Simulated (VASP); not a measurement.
Runs of VASP 6.6.1 on TiC. The structure is that of space group Fm-3m (No. 225), or close to it. The cells are those of the table. 

```tsv
cell	gap on the mesh (eV)	pressure (GPa)
a = 3.217 Å, angles 60.0°, 2 atoms	none	(b)
a = 3.140 Å, angles 60.0°, 2 atoms	none	-15.9
a = 2.911 Å, angles 60.0°, 2 atoms	none	52.3
a = 3.028, b = 3.028, c = 2.911 Å, angles 61.3, 61.3, 57.5°, 2 atoms	none	26.1
a = 2.988, b = 2.988, c = 2.911 Å, angles 60.9, 60.9, 58.3°, 2 atoms	none	33.2
a = 2.949, b = 2.949, c = 2.987 Å, angles 59.6, 59.6, 60.9°, 2 atoms	none	(a)
a = 2.949, b = 2.949, c = 2.911 Å, angles 60.4, 60.4, 59.1°, 2 atoms	none	41.9
a = 2.987 Å, angles 60.0°, 2 atoms	none	22.3
```

Alike in all rows: task single point; level PBE; potentials or basis VASP PAW PBE potentials, release 64 (Ti_sv, C); no spin polarisation; k mesh 24 × 24 × 24; cutoff (eV) 520; smearing gaussian 0.15 eV.

Question: Fill in the values left out.

Answer: (a) 31.8; (b) -27.0.

A gap of «none» marks levels without a gap at the run's occupations.
